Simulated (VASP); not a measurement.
# HC18F in VASP: a series of runs, part 2 of 2

VASP 6.6.1. The steps go on from the part before.

## 4. Single point, PBE+D3(BJ)

INCAR

```
ALGO = Normal
EDIFF = 1E-7
ENCUT = 520
GGA = PE
ISIF = 2
ISMEAR = 0
IVDW = 12
LASPH = True
LCHARG = False
LREAL = Auto
LWAVE = False
NBANDS = 56
NELM = 60
PREC = Accurate
SIGMA = 0.05
```

KPOINTS

```
k-points
0
Gamma
  2 2 1
```

POSCAR

```
HC18F
1.0
    7.3980000000      0.0000000000      0.0000000000
   -3.6990000000      6.4068560000      0.0000000000
    0.0000000000      0.0000000000     12.0000000000
C F H
18 1 1
Direct
    0.0079624996     -0.0036976014      0.0765411667
    0.2322860927      0.1085210905      0.0765419167
    0.0089742983      0.3317920677      0.0766730000
    0.2316406674      0.4432840382      0.0764503333
    0.0103308441      0.6647441428      0.0764913333
    0.2300262865      0.7743556278      0.0763686667
    0.3421410293     -0.0013391904      0.0764615000
    0.5645985489      0.1098045594      0.0764640833
    0.3435376609      0.3309723209      0.0765123333
    0.5632166036      0.4409398307      0.0765406667
    0.3413169689      0.6630175549      0.0763683333
    0.5656186155      0.7751891099      0.0764985833
    0.6768217571     -0.0023702733      0.0764748333
    0.8965123849      0.1072964649      0.0765445000
    0.6742014719      0.3294929682      0.0765615833
    0.8988335701      0.4419272105      0.0768358333
    0.6754798644      0.6653171228      0.0765601667
    0.8979795434      0.7766049370      0.0765350833
   -0.0383149950      0.4261291342      0.3366985833
   -0.0480282196      0.4189295030      0.2586548333
```

Potentials or basis: VASP PAW PBE potentials, release 64 (C, F, H).

On the command line:

```sh
cat potpaw_PBE.64/C/POTCAR potpaw_PBE.64/F/POTCAR potpaw_PBE.64/H/POTCAR > POTCAR
mpirun -np 1 vasp_std > vasp.out
```

OUTCAR:

```text
EDIFF = 1E-7
   ENCUT = 520
   GGA = PE
   ISIF = 2
   ISMEAR = 0
   IVDW = 12
   LASPH = True
   LREAL = Auto
   NELM = 60
   PREC = Accurate
 IVDW          = 12

 ion  position               nearest neighbor table
   1  0.008  0.996  0.077-  18 1.41  14 1.43   2 1.44
   2  0.232  0.109  0.077-   7 1.41   9 1.43   1 1.44
   3  0.009  0.332  0.077-  16 1.41   4 1.43  14 1.44
   4  0.232  0.443  0.076-  11 1.41   3 1.43   9 1.44
   5  0.010  0.665  0.076-   6 1.41  16 1.43  18 1.44
   6  0.230  0.774  0.076-   5 1.41  11 1.43   7 1.44
[... 10 lines left out ...]
  17  0.675  0.665  0.077-  12 1.41  18 1.43  10 1.44
  18  0.898  0.777  0.077-   1 1.41  17 1.43   5 1.44
  19  0.962  0.426  0.337-  20 0.94
  20  0.952  0.419  0.259-  19 0.94

  LATTYP: Found a hexagonal cell.
 ALAT       =     7.3980000000
 C/A-ratio  =     1.6220600162

  Lattice vectors:

 A1 = (   7.3980000000,   0.0000000000,   0.0000000000)
 A2 = (  -3.6990000000,   6.4068560000,   0.0000000000)
 A3 = (   0.0000000000,   0.0000000000,  12.0000000000)

Analysis of symmetry for initial positions (statically):
=====================================================================
 Subroutine PRICEL returns:
 Original cell was already a primitive cell.

 Routine SETGRP: Setting up the symmetry group for a
 hexagonal supercell.

 Subroutine GETGRP returns: Found  1 space group operations
 (whereof  1 operations were pure point group operations)
 out of a pool of 24 trial point group operations.

The static configuration has the point symmetry C_1 .

Analysis of symmetry for dynamics (positions and initial velocities):
=====================================================================
 Subroutine PRICEL returns:
[... 145 lines left out ...]
  volume/ion in A,a.u.               =      28.44       191.91
  Fermi-wavevector in a.u.,A,eV,Ry     =   0.851382  1.608879  9.862209  0.724852
  Thomas-Fermi vector in A             =   1.967507
   LORBIT       =      0    0 simple, 1 ext, 2 COOP (PROOUT), +10 PAW based schemes
   GGA     = PE    functional components
   LHFCALC =     F    Hartree Fock is set to
   AEXX    =    0.0000 exact exchange contribution
   IVDW    =    12    specifies the selected vdW correction
   LEPSILON=     F    determine dielectric tensor
   LRPA    =     F    only Hartree local field effects (RPA)
 non-spin polarized calculation
 Gauss-broadening in eV      SIGMA  =   0.05
  energy-cutoff  :      520.00
  volume of cell :      568.78
 maximum number of plane-waves:     15363
 NGX is ok and might be reduce to    56
   NGX = 27   NGY = 27   NGZ = 45

 number of electron      80.0000005 magnetization

 Free energy of the ion-electron system (eV)
  ---------------------------------------------------
  ext. energy  EPLUGINS =         0.00000000
  ---------------------------------------------------
  free energy    TOTEN  =      -173.56712885 eV

  energy without entropy =     -173.56668540  energy(sigma->0) =     -173.56690712

 E-fermi :  -2.0524     XC(G=0):  -3.9492

 val. band max:       -2.1455655677   @ k =   0.0000   0.0000   0.0000
 cond. band min:      -1.9587626978   @ k =   0.0000   0.0000   0.0000
 fundamental gap:      0.1868028699
 Fermi energy:        -2.0523940985

 k-point     1 :       0.0000    0.0000    0.0000
  band No.  band energies     occupation
      1     -26.9685      2.00000
      2     -21.5788      2.00000
      3     -19.0911      2.00000
      4     -19.0436      2.00000
      5     -19.0174      2.00000
      6     -18.9876      2.00000
[... 209 lines left out ...]
     51       4.1089      0.00000
     52       4.2488      0.00000
 [bands above 52 left out]

------------------------ aborting loop because EDIFF is reached ----------------------------------------

 Edisp (eV)   -1.69693

 E8    (eV) :    -0.5216

  FORCE on cell =-STRESS in cart. coord.  units (eV):
  Direction    XX          YY          ZZ          XY          YZ          ZX
  --------------------------------------------------------------------------------------
  -------------------------------------------------------------------------------------
  Total       1.18055     1.18670     0.08434    -0.01243     0.00852     0.01997
  in kB       3.32549     3.34281     0.23758    -0.03501     0.02400     0.05626
  external pressure =        2.30 kB  Pullay stress =        0.00 kB

 VOLUME and BASIS-vectors are now :
 -----------------------------------------------------------------------------
  energy-cutoff  :      520.00
  volume of cell :      568.78
      direct lattice vectors                 reciprocal lattice vectors
     7.398000000  0.000000000  0.000000000     0.135171668  0.078041398  0.000000000
    -3.699000000  6.406856000  0.000000000     0.000000000  0.156082796  0.000000000
     0.000000000  0.000000000 12.000000000     0.000000000  0.000000000  0.083333333

 POSITION                                       TOTAL-FORCE (eV/Angst)
 -----------------------------------------------------------------------------------
     -3.62642      6.38317      0.91849         0.002536      0.001656      0.004606
      1.31703      0.69528      0.91850        -0.006634     -0.006437     -0.004245
     -1.16091      2.12574      0.92008        -0.002982     -0.000533      0.001157
      0.07397      2.84006      0.91740         0.005854     -0.006975     -0.005502
     -2.38246      4.25892      0.91790        -0.001911      0.004111      0.003715
     -1.16261      4.96119      0.91642        -0.002399      0.000291     -0.000847
[... 12 lines left out ...]
      5.53829      2.73015      4.04038         0.015180      0.016213      0.327354
      5.49307      2.68402      3.10386        -0.016031     -0.015030     -0.324598
 -----------------------------------------------------------------------------------
    total drift:                                0.020698     -0.016340     -0.025046

  FREE ENERGIE OF THE ION-ELECTRON SYSTEM (eV)
  ---------------------------------------------------
  free  energy   TOTEN  =      -175.2640568489 eV

  energy  without entropy=     -175.2636133982  energy(sigma->0) =     -175.26383512
```

OSZICAR:

```text
N       E                     dE             d eps       ncg     rms          rms(c)
DAV:   1     0.674588481971E+03    0.67459E+03   -0.32710E+04   448   0.114E+03
DAV:   2    -0.841192536817E+02   -0.75871E+03   -0.72387E+03   672   0.282E+02
DAV:   3    -0.182693333996E+03   -0.98574E+02   -0.97891E+02   536   0.107E+02
[... 17 lines left out ...]
DAV:  21    -0.173567126489E+03   -0.20015E-05   -0.97280E-08   432   0.833E-04    0.234E-04
DAV:  22    -0.173567128260E+03   -0.17709E-05   -0.91910E-08   408   0.618E-04    0.136E-04
DAV:  23    -0.173567128655E+03   -0.39561E-06   -0.13250E-08   352   0.292E-04    0.484E-05
DAV:  24    -0.173567128797E+03   -0.14164E-06   -0.56475E-09   344   0.182E-04    0.256E-05
DAV:  25    -0.173567128848E+03   -0.51382E-07   -0.32422E-10   352   0.103E-04
   1 F= -.17526406E+03 E0= -.17526384E+03  d E =-.443451E-03
```

Wall time 6.4 min (1 thread of Intel Xeon Platinum 8259CL at 2.50GHz (Skylake/Cascade Lake), shared host); peak memory 0.59 GiB.

What came out:

| Property | Result |
| --- | --- |
| Free energy | -175.2641 eV |
| Largest force | 0.328 eV/Å |
| Band gap on the k mesh | 0.19 eV |
| Dispersion energy per atom | -0.085 eV |

Forces on the atoms (eV/Å):
```
C    0.003  0.002  0.005
C   -0.007 -0.006 -0.004
C   -0.003 -0.001  0.001
C    0.006 -0.007 -0.006
C   -0.002  0.004  0.004
C   -0.002  0.000 -0.001
C    0.006 -0.006 -0.002
C    0.006 -0.001  0.001
C   -0.006  0.004  0.004
C    0.001  0.007  0.000
C    0.001  0.005 -0.006
C   -0.004 -0.008  0.004
C   -0.009  0.007 -0.006
C    0.006  0.006 -0.005
C    0.003  0.004  0.003
C   -0.005 -0.003  0.002
C    0.003 -0.005  0.003
C    0.004 -0.004  0.001
F    0.015  0.016  0.327
H   -0.016 -0.015 -0.325
```

Levels at points of the mesh, in eV from the valence-band top:
```
           k point  band 36  band 37  band 38  band 39  band 40  band 41  band 42  band 43  band 44  band 45
(0.00, 0.00, 0.00)    -4.32    -2.95    -2.95    -0.05     0.00     0.19     0.22     3.49     4.71     4.86
(0.50, 0.00, 0.00)    -2.64    -2.58    -2.53    -2.51    -2.26     1.77     2.54     2.58     2.63     2.66
(0.00, 0.50, 0.00)    -2.63    -2.58    -2.53    -2.51    -2.26     1.77     2.53     2.59     2.64     2.66
(0.50, 0.50, 0.00)    -2.59    -2.58    -2.55    -2.53    -2.26     1.75     2.54     2.57     2.64     2.68
```

Caveat: the k points lie up to 0.49 Å⁻¹ apart; there is no dipole correction, which matters where the two faces differ.

## 5. Single point, PBE+D3(BJ)

INCAR

```
PREC = Accurate ; ENCUT = 520
EDIFF = 1E-6 ; ISMEAR = 0
SIGMA = 0.05 ; LREAL = Auto
LASPH = True ; NELM = 100
ALGO = Normal ; ISIF = 2
LWAVE = False ; LCHARG = False
GGA = PE ; IVDW = 12
NBANDS = 56
```

KPOINTS

```
Automatic mesh
0
Gamma
  2 2 1
```

POSCAR

```
HC18F
1.0
    7.3980000000      0.0000000000      0.0000000000
   -3.6990000000      6.4068560000      0.0000000000
    0.0000000000      0.0000000000     12.0000000000
C F H
18 1 1
Direct
    0.0054440373     -0.0098694274      0.0752862500
    0.2297906251      0.1022506203      0.0752776667
    0.0078276791      0.3240925034      0.0751500000
    0.2275205728      0.4341784801      0.0750197500
    0.0064972194      0.6556654309      0.0754484167
    0.2291055686      0.7668199504      0.0751426667
    0.3410176069     -0.0089285603      0.0752481667
    0.5607167909      0.1007912461      0.0753003333
    0.3396456175      0.3219679044      0.0751830833
    0.5620658364      0.4332560307      0.0752511667
    0.3387842637      0.6567531719      0.0750352500
    0.5631264977      0.7689091186      0.0752211667
    0.6729966036     -0.0113447220      0.0752945000
    0.8954564698      0.0998461648      0.0752489167
    0.6716862053      0.3231761413      0.0753785833
    0.8963526381      0.4353884339      0.0755965833
    0.6743071857      0.6576946633      0.0752545000
    0.8940197781      0.7677246063      0.0753480833
   -0.0130163381      0.5147751097      0.3348222500
   -0.0358292780      0.5112849423      0.2577145000
```

On the command line:

```sh
cat potpaw_PBE.64/C/POTCAR potpaw_PBE.64/F/POTCAR potpaw_PBE.64/H/POTCAR > POTCAR
mpirun -np 1 vasp_std > vasp.out
```

Wall time 4.7 min (1 thread of Intel Xeon Platinum 8259CL at 2.50GHz (Skylake/Cascade Lake), shared host); peak memory 0.6 GiB.

Results (log left out):

| Item | Value |
| --- | --- |
| Free energy | -175.2639 eV |
| Largest force | 0.329 eV/Å |
| Band gap on the k mesh | 0.19 eV |
| Dispersion energy per atom | -0.085 eV |

Forces in eV/Å, atoms in the order of the input:
```
C    0.011 -0.006  0.002
C    0.003 -0.009 -0.001
C   -0.009 -0.007 -0.001
C    0.008  0.004  0.004
C   -0.003  0.006  0.009
C   -0.001  0.009 -0.006
C   -0.007 -0.005 -0.002
C    0.009  0.004  0.004
C    0.001  0.010 -0.007
C   -0.005  0.004  0.001
C    0.012  0.002 -0.001
C   -0.003 -0.005 -0.003
C   -0.001  0.009  0.006
C   -0.014  0.000 -0.004
C    0.004 -0.008  0.000
C   -0.005 -0.010  0.003
C   -0.007 -0.001 -0.001
C    0.011  0.001 -0.006
F    0.049  0.008  0.326
H   -0.054 -0.007 -0.321
```

Levels at points of the mesh, in eV from the valence-band top:
```
           k point  band 37  band 38  band 39  band 40  band 41  band 42  band 43  band 44
(0.00, 0.00, 0.00)    -2.95    -2.95    -0.05     0.00     0.19     0.22     3.48     4.70
(0.50, 0.00, 0.00)    -2.57    -2.53    -2.51    -2.26     1.77     2.54     2.58     2.63
(0.00, 0.50, 0.00)    -2.58    -2.55    -2.53    -2.26     1.75     2.54     2.57     2.64
(0.50, 0.50, 0.00)    -2.58    -2.53    -2.51    -2.26     1.77     2.54     2.59     2.64
```

Caveat: the k points lie up to 0.49 Å⁻¹ apart; there is no dipole correction, which matters where the two faces differ.

## 6. Overview

```tsv
cell	gap on the mesh (eV)	largest force (eV/Å)
as given, atomic positions A	0.19	0.31
as given, atomic positions B	0.19	0.33
as given, atomic positions C	0.19	0.33
```

Alike in all rows: task single point; level PBE+D3(BJ); potentials or basis VASP PAW PBE potentials, release 64 (C, F, H); no spin polarisation; k mesh 2 × 2 × 1; cutoff (eV) 520; smearing gaussian 0.05 eV.

Caveats: all runs use coarse meshes; there is no dipole correction, which matters where the two faces differ.

Absolute energies hang on the potentials; compare differences alone.
